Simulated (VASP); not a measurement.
## ScAl3: single point with PBE

Crystal: ScAl3.

```xyz
4
Lattice="4.0878 0.0000 0.0000 0.0000 4.0878 0.0000 0.0000 0.0000 4.0878" Properties=species:S:1:pos:R:3 pbc="T T T"
Sc    0.0000    0.0000    0.0000
Al    2.0439    2.0439    0.0000
Al    0.0000    2.0439    2.0439
Al    2.0439    0.0000    2.0439
```

* Program: VASP 6.6.1
* Task: single point
* Functional: PBE
* Potentials or basis: VASP PAW PBE potentials, release 64 (Sc_sv, Al)
* Cutoff: 520 eV
* k mesh: 7 × 7 × 7
* Occupations: gaussian, width 0.021 eV
* Spin: no spin polarisation

```
Pressure               : 1.1 GPa
Band gap on the k mesh : zero (band 10 reaches 8.28 eV, above the bottom of band 11 at 4.60 eV)
```

Levels at points of the mesh, in eV from the Fermi level:
| k point | band 8 | band 9 | band 10 | band 11 | band 12 | band 13 |
| --- | --- | --- | --- | --- | --- | --- |
| (0.00, 0.00, 0.00) | -1.66 | -1.66 | -1.66 | 1.42 | 1.46 | 1.46 |

Run time: 11 s on 1 thread of Intel(R) Xeon(R) 6975P-C (Granite Rapids), on a shared host, peak memory 0.17 GiB.
